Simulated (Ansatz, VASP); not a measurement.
# One calculation of Na, two programs

The input INCAR:

```
SYSTEM = Na
PREC     = Accurate       ! precision mode
ENCUT    = 520            ! plane-wave cutoff, eV
EDIFF    = 1E-7           ! SCF threshold, eV
ISMEAR   = -1             ! smearing method
SIGMA    = 0.05           ! smearing width, eV
LREAL    = .False.        ! projectors in reciprocal space
LASPH    = .True.         ! aspherical terms in the spheres
NELM     = 150            ! most SCF steps
ALGO     = Normal         ! electronic algorithm
ISIF     = 2              ! what is computed and relaxed
LWAVE    = .False.        ! write WAVECAR
LCHARG   = .False.        ! write CHGCAR
ISPIN    = 2              ! spin polarisation
MAGMOM   = 0.5            ! initial moments
LORBIT   = 11             ! projections on sites
GGA      = PE             ! functional
NBANDS   = 14             ! bands
```

The input KPOINTS:

```
Automatic mesh
0
Gamma
  13 13 13
  0 0 0
```

File POSCAR:

```
Na
1.0
   -1.7501072043      1.7501072043      1.7501072043
    1.7501072043     -1.7501072043      1.7501072043
    1.7501072043      1.7501072043     -1.7501072043
Na
1
Direct
    0.0000000000      0.0000000000      0.0000000000
```

Input for Ansatz:

```yaml
crystal:
  lattice:
    - [-1.7501072043, 1.7501072043, 1.7501072043]
    - [1.7501072043, -1.7501072043, 1.7501072043]
    - [1.7501072043, 1.7501072043, -1.7501072043]
  atoms:
    - { symbol: Na, position: [0.0, 0.0, 0.0], spin: 0.5 }
kpoints:
  mp_grid: { grid: [13, 13, 13] }
scf:
  occupations: { method: fermi_dirac, width: 0.05 }
  algorithm: direct_min
hamiltonian:
  xc: pbe
  pseudopotentials: { kind: all_electron, lapw: { basis_error: 0.001 } }
output:
  forces: true
  stress: true
  eigenvalues: true
  populations: true
magnetization:
  spin_polarized: true
```

Alike in both runs: task single point; functional PBE; k mesh 13 × 13 × 13; occupations fermi-dirac, width 0.05 eV; collinear spin.

|  | VASP | Ansatz |
| --- | --- | --- |
| version | VASP 6.6.1 | Ansatz 0.2.0 |
| potentials or method | VASP PAW PBE potentials, release 64 (Na_pv), cutoff 520 eV | all-electron LAPW, scalar-relativistic |

|  | VASP | Ansatz | Ansatz less VASP |
| --- | --- | --- | --- |
| gap on the k mesh at the Fermi level (eV) | none | none | - |
| pressure (GPa) | 11.7 | 11.7 | +0.01 |
| net moment per atom (μB) | 0.00 | 0.00 | 0.000 |

A gap of «none» marks a metal or a gap that the smearing closes. Ansatz ran all-electron here, and VASP with PAW potentials. Ansatz's warnings: seeded moment not kept.
